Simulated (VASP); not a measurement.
Write the native input for VASP 6.6.1 that does the following.

```
Task                   : single point
Functional             : PBE
Potentials or basis    : VASP PAW PBE potentials, release 64 (Ta_pv)
Cutoff                 : 520 eV
k mesh                 : 18 × 18 × 18
Occupations            : gaussian, width 0.05 eV
Spin                   : no spin polarisation
Dipole correction      : no
Further INCAR settings : ALGO = Normal; EDIFF = 1e-06; NBANDS = 12
```

The structure of Ta lies in POSCAR:

```
Ta
1.0
   -1.6594702512      1.6594702512      1.6594702512
    1.6594702512     -1.6594702512      1.6594702512
    1.6594702512      1.6594702512     -1.6594702512
Ta
1
Direct
    0.0000000000      0.0000000000      0.0000000000
```

The input as run:

INCAR

```
SYSTEM = Ta
PREC = Accurate
ENCUT = 520
EDIFF = 1E-6
ISMEAR = 0
SIGMA = 0.05
LREAL = .FALSE.
LASPH = .TRUE.
NELM = 60
ALGO = Normal
ISIF = 2
LWAVE = .FALSE.
LCHARG = .TRUE.
GGA = PE
LELF = .TRUE.
LVHAR = .TRUE.
NBANDS = 12
```

KPOINTS

```
Automatic mesh
0
G
  18 18 18
  0 0 0
```

Potentials or basis: VASP PAW PBE potentials, release 64 (Ta_pv).

Launch:

```bash
$ cat potpaw_PBE.64/Ta_pv/POTCAR > POTCAR
$ mpirun -np 1 vasp_std > vasp.out
```

Results of the run:

| Item | Value |
| --- | --- |
| Pressure | 0.1 GPa |

Wall time 38 s on 1 thread of Intel Xeon 8259CL (shared host), peak memory 0.17 GiB.
